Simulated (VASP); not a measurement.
# SiNi (P1) in VASP: single point with PBEsol

Aim: the single point of SiNi with PBEsol.

All numbers are computed with VASP 6.6.1; they aren't measurements. Logs are shortened: lines on timing, memory, paths and dates and some standing lists are left out, and cuts for length are marked.

### 1 The cell of the first run

The typed cell holds 8 atoms: a = 4.437 Å, b = 4.496 Å, c = 4.389 Å, α = 87.59°, β = 92.02°, γ = 90.87°.

### 2 Single point, PBEsol (atoms moved at random and the cell strained at random)

File INCAR:

```
PREC     = Accurate       # precision mode
ENCUT    = 520            # plane-wave cutoff, eV
EDIFF    = 1E-6           # SCF threshold, eV
ISMEAR   = 0              # smearing method
SIGMA    = 0.15           # smearing width, eV
LREAL    = F              # projectors in reciprocal space
LASPH    = T              # aspherical terms in the spheres
NELM     = 100            # most SCF steps
ALGO     = Fast           # electronic algorithm
ISIF     = 2              # what is computed and relaxed
LWAVE    = F              # write WAVECAR
LCHARG   = F              # write CHGCAR
GGA      = PS             # functional
NBANDS   = 38             # bands
```

File KPOINTS:

```
Automatic mesh
0
Gamma
  10 10 10
```

File POSCAR:

```
SiNi
1.0
    4.4362413638     -0.0332734767     -0.0775874377
   -0.0332734767      4.4946824813      0.0931022093
   -0.0775874377      0.0931022093      4.3873160553
Si Ni
4 4
Direct
    0.9362484703      0.9636701541      0.9321647029
    0.6124840625      0.1857079318      0.4069801419
    0.3762095874      0.6469369396      0.1504106533
    0.0992017531      0.2412668041      0.6876166819
    0.2220140658      0.1384234612      0.0264010129
    0.3120468881      0.7406039963      0.6548727563
    0.6594974118      0.4103873397      0.8647926497
    0.7822977609      0.6730033733      0.2767614011
```

Potentials or basis: VASP PAW PBE potentials, release 64 (Si, Ni).

On the command line:

```bash
> cat potpaw_PBE.64/Si/POTCAR potpaw_PBE.64/Ni/POTCAR > POTCAR
> mpirun -np 1 vasp_std > vasp.out
```

OUTCAR:

```text
PREC = Accurate
   ENCUT = 520
   EDIFF = 1E-6
   ISMEAR = 0
   LREAL = F
   LASPH = T
   NELM = 100
   ISIF = 2
   GGA = PS

 ion  position               nearest neighbor table
   1  0.936  0.964  0.932-   5 1.53   4 1.77   8 2.08   6 2.36   7 2.37   3 2.57   7 2.78   2 2.80
                             2 2.83   3 3.01
   2  0.612  0.186  0.407-   7 2.29   8 2.36   5 2.38   4 2.46   8 2.53   3 2.54   7 2.56   6 2.61
                             4 2.65   1 2.80   1 2.83   3 2.88   6 3.10
   3  0.376  0.647  0.150-   8 1.87   7 2.13   6 2.21   6 2.30   5 2.36   5 2.45   2 2.54   1 2.57
                             8 2.72   2 2.88   4 3.00   1 3.01
   4  0.099  0.241  0.688-   5 1.62   1 1.77   7 2.28   6 2.42   2 2.46   6 2.47   2 2.65   7 2.69
                             8 2.93   3 3.00   5 3.03
   5  0.222  0.138  0.026-   1 1.53   4 1.62   3 2.36   2 2.38   7 2.39   3 2.45   6 2.52   7 2.85
                             4 3.03   8 3.04
   6  0.312  0.741  0.655-   3 2.21   7 2.30   3 2.30   1 2.36   4 2.42   4 2.47   5 2.52   2 2.61
                             8 2.74   8 2.85   2 3.10
   7  0.659  0.410  0.865-   3 2.13   8 2.25   4 2.28   2 2.29   6 2.30   1 2.37   5 2.39   2 2.56
                             4 2.69   1 2.78   5 2.85   8 2.86
   8  0.782  0.673  0.277-   3 1.87   1 2.08   7 2.25   2 2.36   2 2.53   3 2.72   6 2.74   6 2.85
                             7 2.86   4 2.93   5 3.04

 -----------------------------------------------------------------------------
|                                                                             |
|           W    W    AA    RRRRR   N    N  II  N    N   GGGG   !!!           |
|           W    W   A  A   R    R  NN   N  II  NN   N  G    G  !!!           |
|           W    W  A    A  R    R  N N  N  II  N N  N  G       !!!           |
|           W WW W  AAAAAA  RRRRR   N  N N  II  N  N N  G  GGG   !            |
|           WW  WW  A    A  R   R   N   NN  II  N   NN  G    G                |
|           W    W  A    A  R    R  N    N  II  N    N   GGGG   !!!           |
|                                                                             |
|     The distance between some ions is very small. Please check the          |
|     nearest-neighbor list in the OUTCAR file.                               |
|     I HOPE YOU KNOW WHAT YOU ARE DOING!                                     |
|                                                                             |
 -----------------------------------------------------------------------------

  LATTYP: Found a triclinic cell.
 ALAT       =     4.4957697620
 B/A-ratio  =     1.3942476512
 C/A-ratio  =     0.9762487551
 COS(alpha) =     0.0051550121
 COS(beta)  =     0.0420393293
 COS(gamma) =     0.7064313639

  Lattice vectors:

 A1 = (   0.0332734767,  -4.4946824813,  -0.0931022093)
 A2 = (  -4.4029678871,  -4.4614090046,  -0.0155147716)
 A3 = (   0.0775874377,  -0.0931022093,  -4.3873160553)

Analysis of symmetry for initial positions (statically):
=====================================================================
 Subroutine PRICEL returns:
 Original cell was already a primitive cell.

 Routine SETGRP: Setting up the symmetry group for a
 triclinic supercell.

 Subroutine GETGRP returns: Found  1 space group operations
 (whereof  1 operations were pure point group operations)
 out of a pool of  2 trial point group operations.

The static configuration has the point symmetry C_1 .

Analysis of symmetry for dynamics (positions and initial velocities):
=====================================================================
 Subroutine PRICEL returns:
 Original cell was already a primitive cell.

 Routine SETGRP: Setting up the symmetry group for a
 triclinic supercell.

 Subroutine GETGRP returns: Found  1 space group operations
 (whereof  1 operations were pure point group operations)
 out of a pool of  2 trial point group operations.

The dynamic configuration has the point symmetry C_1 .

 Subroutine INISYM returns: Found  1 space group operations
 (whereof  1 operations are pure point group operations),
 and found     1 'primitive' translations

----------------------------------------------------------------------------------------

                                     Primitive cell
[... 30 lines left out ...]
                 8           8

----------------------------------------------------------------------------------------

 KPOINTS: Automatic mesh

Automatic generation of k-mesh.
 Grid dimensions read from file:
 generate k-points for:   10   10   10

 Generating k-lattice:

  Cartesian coordinates                     Fractional coordinates (reciprocal lattice)
     0.022549711  0.000158742  0.000395411     0.100000000 -0.000000000  0.000000000
     0.000158742  0.022259414 -0.000469555     0.000000000  0.100000000  0.000000000
     0.000395411 -0.000469555  0.022809935     0.000000000 -0.000000000  0.100000000

  Length of vectors
     0.022553736  0.022264932  0.022818194

  Shift w.r.t. Gamma in fractional coordinates (k-lattice)
     0.000000000  0.000000000  0.000000000

 Subroutine IBZKPT returns following result:
 ===========================================

 Found    504 irreducible k-points:

 Following reciprocal coordinates:
            Coordinates               Weight
  0.000000  0.000000  0.000000      1.000000
  0.100000 -0.000000  0.000000      2.000000
  0.200000 -0.000000  0.000000      2.000000
  0.300000  0.000000  0.000000      2.000000
  0.400000  0.000000  0.000000      2.000000
  0.500000  0.000000  0.000000      1.000000
[... 16 lines left out ...]
 -0.400000  0.200000  0.000000      2.000000
 -0.300000  0.200000 -0.000000      2.000000
 [... further k-points ...]
   k-points           NKPTS =    504   k-points in BZ     NKDIM =    504   number of bands    NBANDS=     38
   number of dos      NEDOS =    301   number of ions     NIONS =      8
   total plane-waves  NPLWV =  46656
   dimension x,y,z NGX =    36 NGY =   36 NGZ =   36
   dimension x,y,z NGXF=    72 NGYF=   72 NGZF=   72
   ions per type =               4   4
   NGX,Y,Z   is equivalent  to a cutoff of  13.49, 13.31, 13.64 a.u.
   NGXF,Y,Z  is equivalent  to a cutoff of  26.98, 26.62, 27.27 a.u.
 SYSTEM =  unknown system
   PREC   = accura    normal or accurate (medium, high low for compatibility)
   ISTART =      0    job   : 0-new  1-cont  2-samecut
   ICHARG =      2    charge: 1-file 2-atom 10-const
   ISPIN  =      1    spin polarized calculation?
   LNONCOLLINEAR =      F non collinear calculations
   LSORBIT =      F    spin-orbit coupling
   LASPH  =      T    aspherical Exc in radial PAW
   ENCUT  =  520.0 eV  38.22 Ry    6.18 a.u.   8.25  8.36  8.16*2*pi/ulx,y,z
   NELM   =    100;   NELMIN=  2; NELMDL= -5     # of ELM steps
   EDIFF  = 0.1E-05   stopping-criterion for ELM
   LREAL  =      F    real-space projection
   EDIFFG = 0.1E-04   stopping-criterion for IOM
   NSW    =      0    number of steps for IOM
[... 5 lines left out ...]
   TEBEG  =    0.0;   TEEND  =   0.0 temperature during run
   PSTRESS=    0.0 pullay stress
   NELECT =      56.0000    total number of electrons
   NUPDOWN=      -1.0000    fix difference up-down
   EMIN   =  10.00;   EMAX   =-10.00  energy-range for DOS
   EFERMI =   0.00;   METHOD = LEGACY
   ISMEAR =     0;   SIGMA  =   0.15  broadening in eV -4-tet -1-fermi 0-gaus
   EFERMI_NEDOS =   21; number of points for ismear=-14 and -15
   IALGO  =     68    algorithm
   IMIX   =      4    mixing-type and parameters
     AMIX     =   0.40;   BMIX     =  1.00
     AMIX_MAG =   1.60;   BMIX_MAG =  1.00
  volume/ion in A,a.u.               =      10.93        73.73
  Fermi-wavevector in a.u.,A,eV,Ry     =   1.411288  2.666947 27.099165  1.991732
  Thomas-Fermi vector in A             =   2.533154
   LORBIT       =      0    0 simple, 1 ext, 2 COOP (PROOUT), +10 PAW based schemes
   GGA     = PS    functional components
   LHFCALC =     F    Hartree Fock is set to
   AEXX    =    0.0000 exact exchange contribution
   IVDW    =     0    specifies the selected vdW correction
   LEPSILON=     F    determine dielectric tensor
   LRPA    =     F    only Hartree local field effects (RPA)
 non-spin polarized calculation
 RMM-DIIS sequential band-by-band and
 Gauss-broadening in eV      SIGMA  =   0.15
  energy-cutoff  :      520.00
  volume of cell :       87.41
 maximum number of plane-waves:      2374
 NGX is ok and might be reduce to    36
   NGX = 17   NGY = 17   NGZ = 17

 number of electron      56.0000018 magnetization

 Free energy of the ion-electron system (eV)
  ---------------------------------------------------
  ext. energy  EPLUGINS =         0.00000000
  ---------------------------------------------------
  free energy    TOTEN  =       -33.59964391 eV

  energy without entropy =      -33.57383598  energy(sigma->0) =      -33.58673995

 E-fermi :  11.9305     XC(G=0): -12.7122

 val. band max:       11.9297781128   @ k =   0.1000   0.1000   0.4000
 cond. band min:      11.9305702535   @ k =   0.2000  -0.3000   0.1000
 fundamental gap:      0.0007921408
 Fermi energy:        11.9304569315

 k-point     1 :       0.0000    0.0000    0.0000
  band No.  band energies     occupation
      1      -2.6472      2.00000
      2       1.4796      2.00000
      3       3.0235      2.00000
      4       3.5837      2.00000
      5       4.6132      2.00000
      6       4.8582      2.00000
[... 973 lines left out ...]
     37      17.6065      0.00000
     38      18.0268      0.00000

 [... further k-points ...]

------------------------ aborting loop because EDIFF is reached ----------------------------------------

  FORCE on cell =-STRESS in cart. coord.  units (eV):
  Direction    XX          YY          ZZ          XY          YZ          ZX
  --------------------------------------------------------------------------------------
  -------------------------------------------------------------------------------------
  Total       53.4968034     31.9421410     49.5424054     20.9924980    -13.1341542     15.7357067
  in kB      980.5559949    585.4753163    908.0748678    384.7766310   -240.7391243    288.4236164
  external PRESSURE =     824.7020596 kB  Pullay stress =       0.0000000 kB

 VOLUME and BASIS-vectors are now :
 -----------------------------------------------------------------------------
  energy-cutoff  :      520.00
  volume of cell :       87.41
      direct lattice vectors                 reciprocal lattice vectors
     4.436241364 -0.033273477 -0.077587438     0.225497110  0.001587417  0.003954115
    -0.033273477  4.494682481  0.093102209     0.001587417  0.222594141 -0.004695546
    -0.077587438  0.093102209  4.387316055     0.003954115 -0.004695546  0.228099353

 POSITION                                       TOTAL-FORCE (eV/Angst)
 -----------------------------------------------------------------------------------
      4.04904      4.38703      4.10678       -28.307191    -23.676648      0.330891
      2.67937      0.85221      1.75532         0.373927     -1.206820      0.030084
      1.63576      2.90926      0.69094        -6.427341      0.058500     -0.138170
      0.37870      1.14514      3.03156         0.905861     15.933110    -27.340218
      0.97825      0.61724      0.11149        26.926346      8.442571     24.665368
      1.30886      3.37937      2.91787        -1.002568      1.076301     -1.685458
      2.84494      1.90313      3.78116         1.406671     -1.253173     -1.633012
      3.42660      3.02467      1.21620         6.124294      0.626158      5.770516
 -----------------------------------------------------------------------------------
    total drift:                               -0.000472      0.000921      0.000268

  FREE ENERGIE OF THE ION-ELECTRON SYSTEM (eV)
  ---------------------------------------------------
  free  energy   TOTEN  =       -33.5996439129 eV

  energy  without entropy=      -33.5738359784  energy(sigma->0) =      -33.58673995
```

Wall time 57 min (1 thread of Oxide Virtual Turin-like, shared host); peak memory 1.1 GiB.

Results:

| Property | Result |
| --- | --- |
| Free energy | -33.5996 eV |
| Pressure | 82.5 GPa |
| Largest force | 37.479 eV/Å |
| Band gap on the k mesh | zero (bands 28 and 29 overlap by 0.52 eV) |

Forces in eV/Å, atoms in the order of the input:
```
Si  -28.307 -23.677   0.331
Si    0.374  -1.207   0.030
Si   -6.427   0.059  -0.138
Si    0.906  15.933 -27.340
Ni   26.926   8.443  24.665
Ni   -1.003   1.076  -1.685
Ni    1.407  -1.253  -1.633
Ni    6.124   0.626   5.771
```

Caveat: the cell differs from its parent crystal (atoms moved at random and the cell strained at random); atoms lie so close that the PAW spheres overlap strongly, which falsifies energies and pressures; the stress differs along the axes, from 59 to 98 GPa; the PAW data sets were made with another functional, which shifts forces and pressure a little. Spin polarisation is off, so any magnetic state and its effect on volume and gap are missing.
